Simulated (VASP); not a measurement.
# ScAl3 (P-6m2) in VASP: a series of runs

Runs on ScAl3. Level: PBE. Tasks: single point, relaxation of cell and atoms.

Program: VASP 6.6.1. These are calculated values, not measurements. Logs are shortened: lines on timing, memory, paths and dates and some standing lists are left out, and cuts for length are marked.

## Step 1: The cell of the first run

It takes space group P-6m2 (No. 187, hexagonal). The conventional cell has a = 5.245 Å, b = 5.245 Å, c = 5.090 Å, α = 90.00°, β = 90.00°, γ = 120.00°. Within 3.9 Å of Sc (site symmetry -6m2) lie 6 Al at 2.96 Å. Al (site symmetry mm2) has 4 Al at 2.62 to 2.63 Å and 2 Sc at 2.96 Å within 3.5 Å.

The cell was generated, and may not be a known phase.

## Step 2: Single point, PBE

INCAR

```
PREC = Accurate
ENCUT = 520
EDIFF = 1E-6
ISMEAR = 0
SIGMA = 0.1
LREAL = F
LASPH = T
NELM = 100
ALGO = Fast
ISIF = 2
LWAVE = F
LCHARG = F
GGA = PE
NBANDS = 18
```

KPOINTS

```
regular mesh
0
Gamma
  12 12 10
```

POSCAR

```
ScAl3
1.0
    5.2446598943      0.0000000000      0.0000000000
   -2.6223299471      4.5420087027      0.0000000000
    0.0000000000      0.0000000000      5.0897211609
Sc Al
1 3
Direct
    0.0000000000      0.0000000000      0.0000000000
    0.1664959286      0.8335040714      0.5000000000
    0.1664959286      0.3329918572      0.5000000000
    0.6670081428      0.8335040714      0.5000000000
```

Potentials or basis: VASP PAW PBE potentials, release 64 (Sc_sv, Al).

On the command line:

```
cat potpaw_PBE.64/Sc_sv/POTCAR potpaw_PBE.64/Al/POTCAR > POTCAR
mpirun -np 1 vasp_std > vasp.out
```

OUTCAR:

```text
PREC = Accurate
   ENCUT = 520
   EDIFF = 1E-6
   ISMEAR = 0
   LREAL = F
   LASPH = T
   NELM = 100
   ISIF = 2
   GGA = PE

 ion  position               nearest neighbor table
   1  0.000  0.000  0.000-   2 2.96   2 2.96   3 2.96   3 2.96   4 2.96   4 2.96
   2  0.166  0.834  0.500-   3 2.62   4 2.62   3 2.63   4 2.63   1 2.96   1 2.96
   3  0.166  0.333  0.500-   2 2.62   4 2.62   2 2.63   4 2.63   1 2.96   1 2.96
   4  0.667  0.834  0.500-   2 2.62   3 2.62   2 2.63   3 2.63   1 2.96   1 2.96

  LATTYP: Found a hexagonal cell.
 ALAT       =     5.2446598943
 C/A-ratio  =     0.9704578111

  Lattice vectors:

 A1 = (   5.2446598943,   0.0000000000,   0.0000000000)
 A2 = (  -2.6223299471,   4.5420087027,   0.0000000000)
 A3 = (   0.0000000000,   0.0000000000,   5.0897211609)

Analysis of symmetry for initial positions (statically):
=====================================================================
 Subroutine PRICEL returns:
 Original cell was already a primitive cell.

 Routine SETGRP: Setting up the symmetry group for a
 hexagonal supercell.

 Subroutine GETGRP returns: Found 12 space group operations
 (whereof 12 operations were pure point group operations)
 out of a pool of 24 trial point group operations.

The static configuration has the point symmetry D_3h.

Analysis of symmetry for dynamics (positions and initial velocities):
=====================================================================
 Subroutine PRICEL returns:
 Original cell was already a primitive cell.

 Routine SETGRP: Setting up the symmetry group for a
 hexagonal supercell.

 Subroutine GETGRP returns: Found 12 space group operations
 (whereof 12 operations were pure point group operations)
 out of a pool of 24 trial point group operations.

The dynamic configuration has the point symmetry D_3h.

 Subroutine INISYM returns: Found 12 space group operations
 (whereof 12 operations are pure point group operations),
 and found     1 'primitive' translations

----------------------------------------------------------------------------------------

                                     Primitive cell

  volume of cell :     121.2437

  direct lattice vectors                    reciprocal lattice vectors
     5.244659894  0.000000000  0.000000000     0.190670133  0.110083453  0.000000000
    -2.622329947  4.542008703  0.000000000     0.000000000  0.220166905  0.000000000
     0.000000000  0.000000000  5.089721161     0.000000000  0.000000000  0.196474417

  length of vectors
     5.244659894  5.244659894  5.089721161     0.220166905  0.220166905  0.196474417

  position of ions in fractional coordinates (direct lattice)
     0.000000000  0.000000000  0.000000000
     0.166495929  0.833504071  0.500000000
     0.166495929  0.332991857  0.500000000
     0.667008143  0.833504071  0.500000000

  ion indices of the primitive-cell ions
   primitive index   ion index
                 1           1
                 2           2
                 3           3
                 4           4

----------------------------------------------------------------------------------------

 KPOINTS: regular mesh

Automatic generation of k-mesh.
 Grid dimensions read from file:
 generate k-points for:   12   12   10

 Generating k-lattice:

  Cartesian coordinates                     Fractional coordinates (reciprocal lattice)
     0.015889178  0.009173621  0.000000000     0.083333333  0.000000000  0.000000000
     0.000000000  0.018347242  0.000000000     0.000000000  0.083333333  0.000000000
     0.000000000  0.000000000  0.019647442     0.000000000  0.000000000  0.100000000

  Length of vectors
     0.018347242  0.018347242  0.019647442

  Shift w.r.t. Gamma in fractional coordinates (k-lattice)
     0.000000000  0.000000000  0.000000000

 Subroutine IBZKPT returns following result:
 ===========================================

 Found    114 irreducible k-points:

 Following reciprocal coordinates:
            Coordinates               Weight
  0.000000  0.000000  0.000000      1.000000
  0.083333  0.000000  0.000000      6.000000
  0.166667  0.000000  0.000000      6.000000
  0.250000 -0.000000  0.000000      6.000000
  0.333333 -0.000000  0.000000      6.000000
  0.416667  0.000000  0.000000      6.000000
[... 16 lines left out ...]
  0.250000 -0.000000  0.100000     12.000000
  0.333333 -0.000000  0.100000     12.000000
 [... further k-points ...]
   k-points           NKPTS =    114   k-points in BZ     NKDIM =    114   number of bands    NBANDS=     18
   number of dos      NEDOS =    301   number of ions     NIONS =      4
   total plane-waves  NPLWV =  64000
   dimension x,y,z NGX =    40 NGY =   40 NGZ =   40
   dimension x,y,z NGXF=    80 NGYF=   80 NGZF=   80
   ions per type =               1   3
   NGX,Y,Z   is equivalent  to a cutoff of  12.68, 12.68, 13.07 a.u.
   NGXF,Y,Z  is equivalent  to a cutoff of  25.36, 25.36, 26.13 a.u.
 SYSTEM =  unknown system
   PREC   = accura    normal or accurate (medium, high low for compatibility)
   ISTART =      0    job   : 0-new  1-cont  2-samecut
   ICHARG =      2    charge: 1-file 2-atom 10-const
   ISPIN  =      1    spin polarized calculation?
   LNONCOLLINEAR =      F non collinear calculations
   LSORBIT =      F    spin-orbit coupling
   LASPH  =      T    aspherical Exc in radial PAW
   ENCUT  =  520.0 eV  38.22 Ry    6.18 a.u.   9.75  9.75  9.46*2*pi/ulx,y,z
   NELM   =    100;   NELMIN=  2; NELMDL= -5     # of ELM steps
   EDIFF  = 0.1E-05   stopping-criterion for ELM
   LREAL  =      F    real-space projection
   EDIFFG = 0.1E-04   stopping-criterion for IOM
   NSW    =      0    number of steps for IOM
   IBRION =     -1    ionic relax: 0-MD 1-quasi-New 2-CG
   NFREE  =      0    steps in history (QN), initial steepest desc. (CG)
   ISIF   =      2    stress and relaxation
   ISYM   =      2    0-nonsym 1-usesym 2-fastsym
   POTIM  = 0.5000    time-step for ionic-motion
   TEBEG  =    0.0;   TEEND  =   0.0 temperature during run
   PSTRESS=    0.0 pullay stress
   NELECT =      20.0000    total number of electrons
   NUPDOWN=      -1.0000    fix difference up-down
   EMIN   =  10.00;   EMAX   =-10.00  energy-range for DOS
   EFERMI =   0.00;   METHOD = LEGACY
   ISMEAR =     0;   SIGMA  =   0.10  broadening in eV -4-tet -1-fermi 0-gaus
   EFERMI_NEDOS =   21; number of points for ismear=-14 and -15
   IALGO  =     68    algorithm
   IMIX   =      4    mixing-type and parameters
     AMIX     =   0.40;   BMIX     =  1.00
     AMIX_MAG =   1.60;   BMIX_MAG =  1.00
  volume/ion in A,a.u.               =      30.31       204.55
  Fermi-wavevector in a.u.,A,eV,Ry     =   0.897839  1.696669 10.967855  0.806115
  Thomas-Fermi vector in A             =   2.020473
   LORBIT       =      0    0 simple, 1 ext, 2 COOP (PROOUT), +10 PAW based schemes
   GGA     = PE    functional components
   LHFCALC =     F    Hartree Fock is set to
   AEXX    =    0.0000 exact exchange contribution
   IVDW    =     0    specifies the selected vdW correction
   LEPSILON=     F    determine dielectric tensor
   LRPA    =     F    only Hartree local field effects (RPA)
 non-spin polarized calculation
 RMM-DIIS sequential band-by-band and
 Gauss-broadening in eV      SIGMA  =   0.10
  energy-cutoff  :      520.00
  volume of cell :      121.24
 maximum number of plane-waves:      3313
 NGX is ok and might be reduce to    40
   NGX = 19   NGY = 19   NGZ = 19

 number of electron      20.0000002 magnetization

 Free energy of the ion-electron system (eV)
  ---------------------------------------------------
  ext. energy  EPLUGINS =         0.00000000
  ---------------------------------------------------
  free energy    TOTEN  =       -14.91236862 eV

  energy without entropy =      -14.89244744  energy(sigma->0) =      -14.90240803

 E-fermi :   2.5822     XC(G=0):  -7.9082

 val. band max:        2.5673056753   @ k =   0.2500   0.2500   0.1000
 cond. band min:       2.5874406526   @ k =   0.1667   0.0000   0.2000
 fundamental gap:      0.0201349774
 Fermi energy:         2.5821755284

 k-point     1 :       0.0000    0.0000    0.0000
  band No.  band energies     occupation
      1     -47.8557      2.00000
      2     -26.5845      2.00000
      3     -26.5845      2.00000
      4     -26.2479      2.00000
      5      -5.5321      2.00000
      6      -0.6013      2.00000
[... 10 lines left out ...]
     17       5.3326      0.00000
     18       7.5480      0.00000

 k-point     2 :       0.0833    0.0000    0.0000
  band No.  band energies     occupation
      1     -47.8557      2.00000
      2     -26.5845      2.00000
      3     -26.5845      2.00000
      4     -26.2479      2.00000
      5      -5.4894      2.00000
      6      -0.8240      2.00000
[... 10 lines left out ...]
     17       5.4431      0.00000
     18       7.0985      0.00000

 k-point     3 :       0.1667    0.0000    0.0000
  band No.  band energies     occupation
      1     -47.8557      2.00000
      2     -26.5847      2.00000
      3     -26.5845      2.00000
      4     -26.2479      2.00000
      5      -5.3630      2.00000
      6      -1.3370      2.00000
[... 10 lines left out ...]
     17       5.6558      0.00000
     18       6.8615      0.00000

 k-point     4 :       0.2500   -0.0000    0.0000
  band No.  band energies     occupation
      1     -47.8557      2.00000
      2     -26.5849      2.00000
      3     -26.5846      2.00000
      4     -26.2479      2.00000
      5      -5.1583      2.00000
      6      -1.9412      2.00000
[... 10 lines left out ...]
     17       5.8272      0.00000
     18       6.2166      0.00000

 k-point     5 :       0.3333   -0.0000    0.0000
  band No.  band energies     occupation
      1     -47.8557      2.00000
      2     -26.5851      2.00000
      3     -26.5846      2.00000
      4     -26.2478      2.00000
      5      -4.8900      2.00000
      6      -2.5306      2.00000
[... 10 lines left out ...]
     17       5.8667      0.00000
     18       6.0150      0.00000

 k-point     6 :       0.4167    0.0000    0.0000
  band No.  band energies     occupation
      1     -47.8557      2.00000
      2     -26.5852      2.00000
      3     -26.5847      2.00000
      4     -26.2478      2.00000
      5      -4.6030      2.00000
      6      -3.0213      2.00000
[... 10 lines left out ...]
     17       5.8465      0.00000
     18       6.4197      0.00000

 k-point     7 :       0.5000   -0.0000    0.0000
  band No.  band energies     occupation
      1     -47.8557      2.00000
      2     -26.5853      2.00000
      3     -26.5847      2.00000
      4     -26.2478      2.00000
      5      -4.4492      2.00000
      6      -3.2446      2.00000
[... 10 lines left out ...]
     17       6.1630      0.00000
     18       6.3515      0.00000

 k-point     8 :       0.0833    0.0833    0.0000
  band No.  band energies     occupation
      1     -47.8557      2.00000
      2     -26.5846      2.00000
      3     -26.5845      2.00000
      4     -26.2479      2.00000
      5      -5.4048      2.00000
      6      -1.1802      2.00000
[... 10 lines left out ...]
     17       5.6001      0.00000
     18       6.8188      0.00000
[... 229 lines left out ...]
     17       6.3126      0.00000
     18       6.3224      0.00000

 k-point    20 :       0.0000    0.0000    0.1000
  band No.  band energies     occupation
      1     -47.8557      2.00000
      2     -26.5844      2.00000
      3     -26.5844      2.00000
      4     -26.2482      2.00000
      5      -5.4992      2.00000
      6      -0.5683      2.00000
[... 10 lines left out ...]
     17       5.4793      0.00000
     18       6.2777      0.00000

 k-point    21 :       0.0833    0.0000    0.1000
  band No.  band energies     occupation
      1     -47.8557      2.00000
      2     -26.5845      2.00000
      3     -26.5845      2.00000
      4     -26.2482      2.00000
      5      -5.4566      2.00000
      6      -0.7955      2.00000
[... 10 lines left out ...]
     17       5.5784      0.00000
     18       6.3690      0.00000

 k-point    22 :       0.1667    0.0000    0.1000
  band No.  band energies     occupation
      1     -47.8557      2.00000
      2     -26.5846      2.00000
      3     -26.5845      2.00000
      4     -26.2481      2.00000
      5      -5.3302      2.00000
      6      -1.3136      2.00000
[... 10 lines left out ...]
     17       5.7511      0.00000
     18       6.4567      0.00000

 k-point    23 :       0.2500   -0.0000    0.1000
  band No.  band energies     occupation
      1     -47.8557      2.00000
      2     -26.5848      2.00000
      3     -26.5845      2.00000
      4     -26.2481      2.00000
      5      -5.1255      2.00000
      6      -1.9201      2.00000
[... 10 lines left out ...]
     17       5.8613      0.00000
     18       6.1443      0.00000

 k-point    24 :       0.3333   -0.0000    0.1000
  band No.  band energies     occupation
      1     -47.8557      2.00000
      2     -26.5850      2.00000
      3     -26.5846      2.00000
      4     -26.2481      2.00000
      5      -4.8569      2.00000
      6      -2.5106      2.00000
[... 10 lines left out ...]
     17       5.8398      0.00000
     18       6.1100      0.00000

 [... further k-points ...]
[... 5 lines left out ...]
  --------------------------------------------------------------------------------------
  -------------------------------------------------------------------------------------
  Total       -0.0112683     -0.0112683      0.0052715     -0.0000000      0.0000000      0.0000000
  in kB       -0.1489051     -0.1489051      0.0696602     -0.0000000      0.0000000      0.0000000
  external PRESSURE =      -0.0760500 kB  Pullay stress =       0.0000000 kB

 VOLUME and BASIS-vectors are now :
 -----------------------------------------------------------------------------
  energy-cutoff  :      520.00
  volume of cell :      121.24
      direct lattice vectors                 reciprocal lattice vectors
     5.244659894  0.000000000  0.000000000     0.190670133  0.110083453  0.000000000
    -2.622329947  4.542008703  0.000000000     0.000000000  0.220166905  0.000000000
     0.000000000  0.000000000  5.089721161     0.000000000  0.000000000  0.196474417

 POSITION                                       TOTAL-FORCE (eV/Angst)
 -----------------------------------------------------------------------------------
      0.00000      0.00000      0.00000         0.000000      0.000000     -0.000000
     -1.31251      3.78578      2.54486         0.002905     -0.001677      0.000000
      0.00000      1.51245      2.54486         0.000000      0.003354     -0.000000
      1.31251      3.78578      2.54486        -0.002905     -0.001677      0.000000
 -----------------------------------------------------------------------------------
    total drift:                               -0.000000      0.000000      0.000000

  FREE ENERGIE OF THE ION-ELECTRON SYSTEM (eV)
  ---------------------------------------------------
  free  energy   TOTEN  =       -14.9123686154 eV

  energy  without entropy=      -14.8924474406  energy(sigma->0) =      -14.90240803
```

Run time: 2.2 min. Hardware: 1 thread of Intel Xeon 6975P-C (Granite Rapids), shared host; peak memory 0.4 GiB.

What came out:

| Quantity | Value |
| --- | --- |
| Free energy | -14.9124 eV |
| Pressure | 0.0 GPa |
| Largest force | 0.003 eV/Å |
| Band gap on the k mesh | zero (bands 10 and 11 overlap by 0.71 eV) |

Forces in eV/Å, atoms in the order of the input:
```
Sc   0.000  0.000  0.000
Al   0.003 -0.002  0.000
Al   0.000  0.003  0.000
Al  -0.003 -0.002  0.000
```

## Step 3: Relaxation of cell and atoms, PBE

INCAR

```
SYSTEM = ScAl3
PREC = Accurate
ENCUT = 600
EDIFF = 1E-6
ISMEAR = 0
SIGMA = 0.1
LREAL = .False.
LASPH = .True.
NELM = 60
ALGO = Fast
ISIF = 3
LWAVE = .False.
LCHARG = .False.
GGA = PE
IBRION = 2
NSW = 100
EDIFFG = -0.01
```

KPOINTS

```
Automatic mesh
0
Gamma
  12 12 10
  0 0 0
```

Edit POSCAR of step 2 so:

```diff
@@ -3,3 +3,3 @@
     5.2446598943      0.0000000000      0.0000000000
-   -2.6223299471      4.5420087027      0.0000000000
+   -2.6223299471      4.5420087026      0.0000000000
     0.0000000000      0.0000000000      5.0897211609
```

Potentials or basis: VASP PAW PBE potentials, release 64 (Sc_sv, Al).

On the command line:

```
cat potpaw_PBE.64/Sc_sv/POTCAR potpaw_PBE.64/Al/POTCAR > POTCAR
mpirun -np 1 vasp_std > vasp.out
```

Run time: 3.1 min. Hardware: 1 thread of Intel Xeon 6975P-C (Granite Rapids), shared host; peak memory 0.43 GiB.

It converged, with:

| Item | Value |
| --- | --- |
| Free energy | -14.9126 eV |
| Pressure after relaxing | 0.0 GPa |
| Band gap on the k mesh | zero (bands 10 and 11 overlap by 0.71 eV) |

Forces on the atoms (eV/Å):
```
Sc   0.000  0.000  0.000
Al   0.002 -0.001  0.000
Al   0.000  0.003  0.000
Al  -0.002 -0.001  0.000
```

Final structure:
```
Sc Al
1.0
     5.24466    0.00000    0.00000
    -2.62233    4.54201    0.00000
     0.00000    0.00000    5.08972
Sc Al
1 3
Cartesian
  0.0000 0.0000 0.0000
  -1.3125 3.7858 2.5449
  0.0000 1.5125 2.5449
  1.3125 3.7858 2.5449
```

Levels at points of the mesh, in eV from the Fermi level:
```tsv
k point	band 8	band 9	band 10	band 11	band 12	band 13
(0.00, 0.00, 0.00)	-1.18	-1.18	-0.52	-0.52	0.05	0.27
(0.50, 0.00, 0.00)	-2.01	-0.79	-0.16	0.12	0.91	1.03
(0.00, 0.00, 0.50)	-1.67	-1.67	-0.06	-0.06	0.40	0.64
(0.50, 0.00, 0.50)	-2.41	-1.71	-1.14	0.55	1.22	1.27
```

Caveat: the relaxation stopped at its first step, so nothing moved.

The gap in the log of VASP goes by the Fermi energy; the results here count the filled bands.